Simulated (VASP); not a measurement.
Set up this calculation in VASP 6.6.1, as the native input.

```
Task                   : single point
Functional             : PBEsol
Potentials or basis    : VASP PAW PBE potentials, release 64 (Be)
Cutoff                 : 520 eV
k mesh                 : 24 × 24 × 14
Occupations            : gaussian, width 0.15 eV
Spin                   : no spin polarisation
Dipole correction      : no
Further INCAR settings : ALGO = Normal; EDIFF = 1e-06; NBANDS = 9
```

The structure of Be lies in POSCAR:

```
Be
1.0
    2.3643105112      0.0000000000      0.0000000000
   -1.1821552556      2.0475529651      0.0000000000
    0.0000000000      0.0000000000      3.4061958257
Be
2
Direct
    0.3333333333      0.6666666667      0.2500000000
    0.6666666667      0.3333333333      0.7500000000
```

This cell differs from its parent crystal: ratio of the length along z to the lengths across it x 0.92, volume and fractional coordinates fixed.

The input as run:

INCAR

```
PREC = Accurate ; ENCUT = 520
EDIFF = 1E-6 ; ISMEAR = 0
SIGMA = 0.15 ; LREAL = F
LASPH = T ; NELM = 80
ALGO = Normal ; ISIF = 2
LWAVE = F ; LCHARG = F
GGA = PS ; NBANDS = 9
```

KPOINTS

```
Automatic mesh
0
Gamma
  24 24 14
```

Potentials or basis: VASP PAW PBE potentials, release 64 (Be).

Command:

```sh
$ cat potpaw_PBE.64/Be/POTCAR > POTCAR
$ mpirun -np 1 vasp_std > vasp.out
```

Results of the run:

```
Pressure               : -3.7 GPa
Band gap on the k mesh : zero (band 2 reaches 7.69 eV, above the bottom of band 3 at 5.16 eV)
```

Caveat: the PAW data sets were made with another functional, which shifts forces and pressure a little.

Run time: 40 s on 1 thread of Intel(R) Xeon(R) Platinum 8259CL CPU @ 2.50GHz (Skylake/Cascade Lake), on a shared host, peak memory 0.17 GiB.
